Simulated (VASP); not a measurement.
Set up this calculation in VASP 6.6.1, as the native input.

| Quantity | Value |
| --- | --- |
| Task | single point |
| Functional | LDA |
| Potentials or basis | VASP PAW LDA potentials, release 64 (Ta_pv, N) |
| Cutoff | 520 eV |
| k mesh | 5 × 5 × 8 |
| Occupations | fermi-dirac, width 0.1 eV |
| Spin | no spin polarisation |
| Dipole correction | no |
| Further INCAR settings | ALGO = Normal; EDIFF = 1e-06; NBANDS = 33 |

The structure of TaN lies in POSCAR:

```
TaN
1.0
    5.1910000000      0.0000000000      0.0000000000
   -2.5955000000      4.4955378700      0.0000000000
    0.0000000000      0.0000000000      2.9080000000
Ta N
3 3
Direct
    0.0000000000      0.0000000000      0.0000000000
    0.3333333333      0.6666666667      0.5000000000
    0.6666666667      0.3333333333      0.5000000000
    0.5000000000      0.0000000000      0.0000000000
    0.5000000000      0.5000000000      0.0000000000
    0.0000000000      0.5000000000      0.0000000000
```

These files were run (other wordings do the same):

INCAR

```
PREC     = Accurate       # precision mode
ENCUT    = 520            # plane-wave cutoff, eV
EDIFF    = 1E-6           # SCF threshold, eV
ISMEAR   = -1             # smearing method
SIGMA    = 0.1            # smearing width, eV
LREAL    = F              # projectors in reciprocal space
LASPH    = T              # aspherical terms in the spheres
NELM     = 100            # most SCF steps
ALGO     = Normal         # electronic algorithm
ISIF     = 2              # what is computed and relaxed
LWAVE    = F              # write WAVECAR
LCHARG   = T              # write CHGCAR
LELF     = T              # ELF
LVHAR    = T            
NBANDS   = 33             # bands
```

KPOINTS

```
Automatic mesh
0
Gamma
  5 5 8
```

Potentials or basis: VASP PAW LDA potentials, release 64 (Ta_pv, N).

Command:

```sh
$ cat potpaw_LDA.64/Ta_pv/POTCAR potpaw_LDA.64/N/POTCAR > POTCAR
$ mpirun -np 1 vasp_std > vasp.out
```

It gave:

```json
{
  "Pressure": "-3.6 GPa",
  "Band gap on the k mesh": "zero (band 24 reaches 8.91 eV, above the bottom of band 25 at 6.76 eV)"
}
```

Caveat: spin-orbit coupling is left out, which moves the levels of the heavy elements.

Wall time 2.1 min on 1 thread of AMD EPYC 7R13 (shared host), peak memory 0.16 GiB.
